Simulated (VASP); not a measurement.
# SnO2 (Cm) in VASP: notebook, part 3 of 3

VASP 6.6.1. The steps go on from the part before.

## (5) Single point, PBE+D3(BJ) (atoms displaced along several vibrational modes)

INCAR

```
PREC = Accurate
ENCUT = 520
EDIFF = 1E-6
ISMEAR = 0
SIGMA = 0.05
LREAL = False
LASPH = True
NELM = 80
ALGO = Normal
ISIF = 2
LWAVE = False
LCHARG = False
GGA = PE
IVDW = 12
NBANDS = 64
```

KPOINTS

```
regular mesh
0
Gamma
  6 6 6
```

POSCAR

```
SnO2
1.0
    3.2373377712      1.8690778337      4.2908446647
   -3.2373377712      1.8690778337      4.2908446647
    0.0000000000     -3.7381556673      4.2908446647
Sn O
4 8
Direct
    0.8695992344      0.8623687695      0.8623687699
    0.3695792393      0.3624028153      0.8623800497
    0.3695792393      0.8623800494      0.3624028156
    0.8695985591      0.3623932505      0.3623932509
    0.1157081575      0.6239493830      0.6239493708
    0.6156247645      0.1239339938      0.6239269391
    0.6156247645      0.6239269514      0.1239339816
    0.5783403881      0.6234358203      0.6234358300
    0.1156812877      0.1239396914      0.1239396792
    0.0782524683      0.1234815503      0.6234467996
    0.0782524683      0.6234467899      0.1234815600
    0.5782957912      0.1234417584      0.1234417681
```

Command:

```
> cat potpaw_PBE.64/Sn_d/POTCAR potpaw_PBE.64/O/POTCAR > POTCAR
> mpirun -np 1 vasp_std > vasp.out
```

Wall time 18 min (1 thread of Oxide Virtual Turin-like, shared host); peak memory 0.53 GiB.

Results (log left out):

| Item | Value |
| --- | --- |
| Free energy | -74.4933 eV |
| Pressure | 2.8 GPa |
| Largest force | 1.480 eV/Å |
| Band gap on the k mesh | 1.51 eV |
| Dispersion energy per atom | -0.201 eV |

Forces in eV/Å, atoms in the order of the input:
```
Sn  -1.248 -0.721 -0.335
Sn  -1.236 -0.718 -0.333
Sn  -1.240 -0.712 -0.333
Sn  -1.245 -0.719 -0.340
O    0.096  0.055 -0.137
O    0.097  0.056 -0.132
O    0.097  0.056 -0.132
O    1.145  0.661  0.468
O    0.095  0.055 -0.135
O    1.149  0.660  0.470
O    1.146  0.665  0.470
O    1.146  0.662  0.468
```

Stress tensor (GPa, compression positive):
```
 2.94 -0.10  3.80
-0.10  3.05  2.19
 3.80  2.19  2.31
```

Levels at points of the mesh, in eV from the valence-band top:
```tsv
k point	band 48	band 49	band 50	band 51	band 52	band 53	band 54	band 55	band 56	band 57
(0.00, 0.00, 0.00)	-0.62	-0.08	-0.08	-0.04	0.00	1.51	4.52	4.87	4.87	5.47
(0.50, 0.00, 0.00)	-0.53	-0.46	-0.45	-0.07	-0.07	3.90	3.90	5.56	5.56	6.61
(0.00, 0.50, 0.00)	-0.59	-0.36	-0.36	-0.09	-0.08	4.08	4.08	5.47	5.47	6.66
(0.50, 0.50, 0.00)	-0.91	-0.59	-0.59	-0.20	-0.20	4.47	4.47	5.45	5.45	7.41
(0.00, 0.50, 0.50)	-0.94	-0.54	-0.54	-0.12	-0.12	4.31	4.31	5.61	5.61	7.30
(0.50, 0.50, 0.50)	-1.08	-1.03	-1.02	-0.82	-0.82	3.42	4.97	5.38	5.38	5.74
```

Caveat: the cell differs from its parent crystal (atoms displaced along several vibrational modes); spin-orbit coupling is left out, which moves the levels of the heavy elements; forces of over 1 eV/Å act on the atoms, so gaps and moduli don't describe the material at rest.

## (6) Single point, PBE+D3(BJ) (atoms displaced along several vibrational modes)

INCAR

```
SYSTEM = SnO2
PREC     = Accurate       ! precision mode
ENCUT    = 520            ! plane-wave cutoff, eV
EDIFF    = 1E-6           ! SCF threshold, eV
ISMEAR   = 0              ! smearing method
SIGMA    = 0.05           ! smearing width, eV
LREAL    = .False.        ! projectors in reciprocal space
LASPH    = .True.         ! aspherical terms in the spheres
NELM     = 80             ! most SCF steps
ALGO     = Normal         ! electronic algorithm
ISIF     = 2              ! what is computed and relaxed
LWAVE    = .False.        ! write WAVECAR
LCHARG   = .False.        ! write CHGCAR
GGA      = PE             ! functional
IVDW     = 12             ! dispersion correction
NBANDS   = 64             ! bands
```

KPOINTS

```
regular mesh
0
Gamma
  6 6 6
  0 0 0
```

POSCAR

```
SnO2
1.0
    3.2373377715      1.8690778339      4.2908446674
   -3.2373377715      1.8690778339      4.2908446674
    0.0000000000     -3.7381556677      4.2908446674
Sn O
4 8
Direct
    0.8695873582      0.8623747075      0.8623747078
    0.3695882271      0.3623937098      0.8623847119
    0.3695882271      0.8623847116      0.3623937102
    0.8695892338      0.3623933688      0.3623933692
    0.0787997484      0.6423931661      0.6423931867
    0.5787433627      0.1423881819      0.6423645579
    0.5787433627      0.6423645373      0.1423882026
    0.6152315746      0.6049902443      0.6049902211
    0.0787883752      0.1423861311      0.1423861517
    0.1151790730      0.1050068665      0.6050249509
    0.1151790730      0.6050249740      0.1050068433
    0.6151394563      0.1049898695      0.1049898463
```

Potentials or basis: VASP PAW PBE potentials, release 64 (Sn_d, O).

Command:

```
> cat potpaw_PBE.64/Sn_d/POTCAR potpaw_PBE.64/O/POTCAR > POTCAR
> mpirun -np 1 vasp_std > vasp.out
```

Wall time 15 min (1 thread of Oxide Virtual Turin-like, shared host); peak memory 0.54 GiB.

Results (log left out):

```yaml
Free_energy: -73.3352 eV
Pressure: 6.2 GPa
Largest_force: 3.934 eV/Å
Band_gap_on_the_k_mesh: 1.43 eV
Dispersion_energy_per_atom: -0.201 eV
```

Forces in eV/Å, atoms in the order of the input:
```
Sn  -2.747 -1.586  1.219
Sn  -2.741 -1.583  1.218
Sn  -2.742 -1.583  1.218
Sn  -2.741 -1.582  1.216
O    3.193  1.843 -1.372
O    3.190  1.842 -1.368
O    3.190  1.842 -1.368
O   -0.450 -0.260  0.152
O    3.188  1.841 -1.369
O   -0.448 -0.258  0.151
O   -0.447 -0.259  0.151
O   -0.446 -0.258  0.154
```

Stress tensor (GPa, compression positive):
```
  7.92   3.34 -13.16
  3.34   4.07  -7.60
-13.16  -7.60   6.49
```

Levels at points of the mesh, in eV from the valence-band top:
| k point | band 50 | band 51 | band 52 | band 53 | band 54 | band 55 |
| --- | --- | --- | --- | --- | --- | --- |
| (0.00, 0.00, 0.00) | -0.07 | 0.00 | 0.00 | 1.43 | 4.57 | 4.57 |
| (0.50, 0.00, 0.00) | -0.27 | -0.24 | -0.24 | 4.20 | 4.20 | 5.36 |
| (0.00, 0.50, 0.00) | -0.53 | -0.06 | -0.06 | 3.82 | 3.82 | 5.53 |
| (0.50, 0.50, 0.00) | -0.61 | -0.13 | -0.13 | 4.22 | 4.22 | 5.58 |
| (0.00, 0.50, 0.50) | -0.64 | -0.30 | -0.30 | 4.55 | 4.55 | 5.23 |
| (0.50, 0.50, 0.50) | -0.86 | -0.86 | -0.79 | 3.30 | 4.93 | 4.93 |

Caveat: the cell differs from its parent crystal (atoms displaced along several vibrational modes); the cell stands under pressure; spin-orbit coupling is left out, which moves the levels of the heavy elements; forces of over 1 eV/Å act on the atoms, so gaps and moduli don't describe the material at rest.

## (7) Summary

| cell | gap on the mesh (eV) | pressure (GPa) | largest force (eV/Å) |
| --- | --- | --- | --- |
| as given, atomic positions A | 1.52 | 3.6 | 2.55 |
| as given, atomic positions B | 1.51 | 2.8 | 1.48 |
| as given, atomic positions C | 1.43 | 6.2 | 3.93 |

Alike in all rows: task single point; level PBE+D3(BJ); potentials or basis VASP PAW PBE potentials, release 64 (Sn_d, O); no spin polarisation; k mesh 6 × 6 × 6; cutoff (eV) 520; smearing gaussian 0.05 eV.

Caveats: spin-orbit coupling is left out, which moves the levels of the heavy elements; forces of over 1 eV/Å act on the atoms, so gaps and moduli don't describe the material at rest; the cell stands under pressure (at least some runs).

Absolute energies hang on the potentials; compare differences alone.
